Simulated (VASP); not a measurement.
Wanted: the native input for a VASP 6.6.1 run.

```yaml
Task: relaxation of cell and atoms
Functional: PBE
Potentials_or_basis: VASP PAW PBE potentials, release 64 (Zn, Ge_d, N)
Cutoff: 600 eV
k_mesh: 6 × 6 × 4
Occupations: gaussian, width 0.1 eV
Spin: no spin polarisation
Dipole_correction: no
Further_INCAR_settings: ALGO = Normal; EDIFF = 1e-07; IBRION = 2; EDIFFG = -0.04; NSW = 90; ISIF = 3
```

The structure of ZnGe2N lies in POSCAR:

```
ZnGe2N
1.0
    3.1837759700      0.0000000000      0.0000000000
    0.0000000000      3.5468822500      0.0000000000
    0.0000000000      0.0000000000      5.7467162100
Zn Ge N
1 2 1
Direct
    0.5000000000      0.5000000000      0.5000000000
    0.5000000000      0.0000000000      0.2460425300
    0.5000000000      0.0000000000      0.7539574700
    0.0000000000      0.0000000000      0.0000000000
```

The cell was built from a structure type or drawn by symmetry, and may not be a known phase.

The input as run:

INCAR

```
SYSTEM = ZnGe2N
PREC     = Accurate       ! precision mode
ENCUT    = 600            ! plane-wave cutoff, eV
EDIFF    = 1E-7           ! SCF threshold, eV
ISMEAR   = 0              ! smearing method
SIGMA    = 0.1            ! smearing width, eV
LREAL    = .FALSE.        ! projectors in reciprocal space
LASPH    = .TRUE.         ! aspherical terms in the spheres
NELM     = 60             ! most SCF steps
ALGO     = Normal         ! electronic algorithm
ISIF     = 3              ! what is computed and relaxed
LWAVE    = .FALSE.        ! write WAVECAR
LCHARG   = .FALSE.        ! write CHGCAR
GGA      = PE             ! functional
IBRION   = 2              ! ionic algorithm
NSW      = 90             ! ionic steps
EDIFFG   = -0.04          ! ionic threshold
```

KPOINTS

```
Automatic mesh
0
G
  6 6 4
  0 0 0
```

Potentials or basis: VASP PAW PBE potentials, release 64 (Zn, Ge_d, N).

Command:

```bash
$ cat potpaw_PBE.64/Zn/POTCAR potpaw_PBE.64/Ge_d/POTCAR potpaw_PBE.64/N/POTCAR > POTCAR
$ mpirun -np 1 vasp_std > vasp.out
```

Results of the run:

| Quantity | Value |
| --- | --- |
| Relaxed volume | 17.67 Å³/atom |
| Relaxed cell | a = 2.867 Å, b = 4.015 Å, c = 6.141 Å, α = 90.00°, β = 90.00°, γ = 90.00° |
| Space group after relaxing (to 0.1 Å) | Pmmm (No. 47) |
| Energy gained by relaxing | 303.3 meV/atom |
| Ionic steps | 12 |
| Pressure after relaxing | 0.1 GPa |
| Largest force after relaxing | 0.011 eV/Å |
| Band gap on the k mesh | zero (an odd number of electrons rules out a gap without spin polarisation) |

It took 9.8 min on 1 thread of AMD EPYC 7R43 64-Core Processor (Zen 3) (shared host), peak memory 0.22 GiB.
